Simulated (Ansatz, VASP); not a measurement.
# BN in VASP and in Ansatz

```
B N
1.0
     0.00000    1.75861    1.84020
     1.75861    0.00000    1.84020
     1.75861    1.75861    0.00000
B N
1 1
Direct
  0.00000 0.00000 0.00000
  0.75000 0.75000 0.75000
```

Change from the starting cell: strain -0.030 along x and y, +0.015 along z, atoms carried along.

Alike in both runs: task single point; functional r2SCAN; k mesh 12 × 12 × 12; occupations gaussian, width 0.05 eV; no spin polarisation.

|  | VASP | Ansatz |
| --- | --- | --- |
| version | VASP 6.6.1 | Ansatz 0.2.0 |
| potentials or method | VASP PAW PBE potentials, release 64 (B_h, N_h), cutoff 1460 eV | scalar-relativistic, plane waves, PAW |
| valence electrons in the cell | 8 | 8 |

Ansatz gave:

```
gap on the k mesh at the Fermi level (eV)                     : 4.61
least direct gap on the mesh (eV)                             : 9.49
pressure (GPa)                                                : 13.5
traceless stress, the component that is largest in VASP (GPa) : -21.55
```

Task: Estimate VASP's values.

Result: gap on the k mesh at the Fermi level (eV): 4.61; least direct gap on the mesh (eV): 9.47; pressure (GPa): 13.0; traceless stress, the component that is largest in VASP (GPa): -21.61.

VASP's potentials were made for PBE, not for r2SCAN.
